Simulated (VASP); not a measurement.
HfB2: single point with PBE

Crystal: HfB2.

```
Hf B
1.0
     3.07590    0.00000    0.00000
    -1.53795    2.66381    0.00000
     0.00000    0.00000    3.40896
Hf B
1 2
Direct
  0.00000 0.00000 0.00000
  0.33333 0.66667 0.50000
  0.66667 0.33333 0.50000
```

```json
{
 "Program": "VASP 6.6.1",
 "Task": "single point",
 "Functional": "PBE",
 "Potentials or basis": "VASP PAW PBE potentials, release 64 (Hf_pv, B)",
 "Cutoff": "520 eV",
 "k mesh": "11 × 11 × 8",
 "Occupations": "fermi-dirac, width 0.1 eV",
 "Spin": "no spin polarisation",
 "Dipole correction": "no",
 "Further INCAR settings": "ALGO = Normal; EDIFF = 1e-06; NBANDS = 15"
}
```

* Pressure: 18.9 GPa
* Band gap on the k mesh: zero (band 8 reaches 8.79 eV, above the bottom of band 9 at 7.62 eV)

Stress tensor (GPa, compression positive):
```
19.42  0.00  0.00
 0.00 19.42  0.00
 0.00  0.00 18.00
```

Levels at points of the mesh, in eV from the Fermi level:
| k point | band 4 | band 5 | band 6 | band 7 | band 8 | band 9 | band 10 | band 11 | band 12 | band 13 |
| --- | --- | --- | --- | --- | --- | --- | --- | --- | --- | --- |
| (0.00, 0.00, 0.00) | -14.01 | -3.07 | -2.93 | -2.93 | -2.65 | 4.44 | 4.44 | 5.10 | 5.10 | 5.36 |
| (0.00, 0.00, 0.50) | -11.32 | -8.51 | -1.12 | -1.12 | 0.43 | 0.43 | 1.15 | 1.15 | 2.50 | 5.38 |

It took 14 s on 1 thread of Intel(R) Xeon(R) 6975P-C (Granite Rapids), on a shared host, peak memory 0.16 GiB.

Caveat: spin-orbit coupling is left out, which moves the levels of the heavy elements.
